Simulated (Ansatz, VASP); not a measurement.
One calculation of Cu, two programs

```
Cu
1.0
     0.00000    1.81960    1.81960
     1.81960    0.00000    1.81960
     1.81960    1.81960    0.00000
Cu
1
Direct
  0.00000 0.00000 0.00000
```

Alike in both runs: functional PBE; k mesh 6 × 6 × 6; occupations fermi-dirac, width 0.1 eV; no spin polarisation.

Ansatz relaxed the structure, and its values are those at the end. VASP's run is a single point on that final structure, the one shown.

|  | VASP | Ansatz |
| --- | --- | --- |
| version | VASP 6.6.1 | Ansatz 0.2 development build |
| potentials or method | VASP PAW PBE potentials, release 64 (Cu), cutoff 600 eV | all-electron full-potential LAPW, scalar-relativistic |

|  | VASP | Ansatz | Ansatz less VASP |
| --- | --- | --- | --- |
| pressure (GPa) | 0.6 | 0.0 | -0.60 |

Ansatz ran all-electron here, and VASP with PAW potentials.

The k mesh is coarse, so the values compare programs but aren't converged.
